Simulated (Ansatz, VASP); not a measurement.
Two plane-wave programs on Mo

```
Mo
1.0
    -3.14200   -3.14200    3.14200
    -3.14200    3.14200   -3.14200
     3.14200   -3.14200   -3.14200
Mo
8
Direct
  0.53183 0.53183 0.50000
  0.00000 0.50000 0.50000
  0.50000 0.00000 0.50000
  0.00000 0.00000 0.50000
  0.50000 0.50000 0.00000
  0.00000 0.50000 0.00000
  0.50000 0.00000 0.00000
  0.00000 0.00000 0.00000
```

Alike in both runs: task single point; functional PBE; k mesh 12 × 12 × 12; occupations gaussian, width 0.15 eV; no spin polarisation.

|  | VASP | Ansatz |
| --- | --- | --- |
| version | VASP 6.6.1 | Ansatz 0.2.0 |
| potentials or method | VASP PAW PBE potentials, release 64 (Mo_sv), cutoff 520 eV | scalar-relativistic, plane waves, PAW |
| valence electrons in the cell | 112 | 112 |

Ansatz gave:

| Quantity | Value |
| --- | --- |
| gap on the k mesh at the Fermi level (eV) | none |
| pressure (GPa) | 5.9 |
| traceless stress, the component that is largest in VASP (GPa) | 1.03 |
| rms of the force components (eV/Å) | 0.641 |

What did VASP give for the same quantities?

gap on the k mesh at the Fermi level (eV): none; pressure (GPa): 6.5; traceless stress, the component that is largest in VASP (GPa): 1.02; rms of the force components (eV/Å): 0.647.

Atom by atom the forces differ by 0.007 eV/Å (rms over components). A gap of «none» marks a metal or a gap that the smearing closes.
